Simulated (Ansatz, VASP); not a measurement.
**B5N: VASP beside Ansatz**

```
B N
1.0
     4.03727    0.00000    0.00000
    -2.01863    3.49638    0.00000
     0.00000    0.00000    2.90165
B N
5 1
Cartesian
  0.0000 2.3309 0.0000
  2.0186 1.1655 0.0000
  2.0186 0.0000 1.4508
  1.0093 1.7482 1.4508
  -1.0093 1.7482 1.4508
  0.0000 0.0000 0.0000
```

Change from the starting cell: species swapped into the GdCu5 type (P6/mmm, No. 191).

Alike in both runs: functional PBE; k mesh 6 × 6 × 6; occupations gaussian, width 0.1 eV; no spin polarisation.

Ansatz relaxed the structure, and its values are those at the end. VASP's run is a single point on that final structure, the one shown.

|  | VASP | Ansatz |
| --- | --- | --- |
| version | VASP 6.6.1 | Ansatz 0.2.0 |
| potentials or method | VASP PAW PBE potentials, release 64 (B, N), cutoff 520 eV | scalar-relativistic, plane waves, PAW |
| valence electrons in the cell | 20 | 20 |

Ansatz gave:

| Item | Value |
| --- | --- |
| gap on the k mesh at the Fermi level (eV) | none |
| pressure (GPa) | 0.0 |

Task: What did VASP give for the same quantities?

Result: gap on the k mesh at the Fermi level (eV): none; pressure (GPa): -0.1.

A gap of «none» marks a metal or a gap that the smearing closes. The functional is the same, so the differences come from potentials, cutoffs and numerics.

The k mesh is coarse, so the values compare programs but aren't converged.
